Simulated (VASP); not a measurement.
Input of a VASP 6.6.1 run:

The input INCAR:

```
ALGO = Normal
EDIFF = 1E-6
ENCUT = 520
GGA = PE
ISIF = 2
ISMEAR = 0
LASPH = True
LCHARG = False
LREAL = False
LWAVE = False
NBANDS = 11
NELM = 80
PREC = Accurate
SIGMA = 0.02
```

Contents of KPOINTS:

```
k-points
0
Gamma
  8 8 8
```

The input POSCAR:

```
MgS
1.0
    0.0000000000      2.6147247329      2.6147247329
    2.6147247329      0.0000000000      2.6147247329
    2.6147247329      2.6147247329      0.0000000000
Mg S
1 1
Direct
    0.5000000000      0.5000000000      0.5000000000
    0.0000000000      0.0000000000      0.0000000000
```

Potentials or basis: VASP PAW PBE potentials, release 64 (Mg, S).

The run is started by

```console
$ cat potpaw_PBE.64/Mg/POTCAR potpaw_PBE.64/S/POTCAR > POTCAR
$ mpirun -np 1 vasp_std > vasp.out
```

What does it give for the band gap on the k mesh?

2.74 eV, indirect (least direct gap 3.59 eV).

Predict the pressure.

-0.3 GPa.

A k mesh can miss the band edges. As with any semilocal functional, this PBE gap is likely too small.
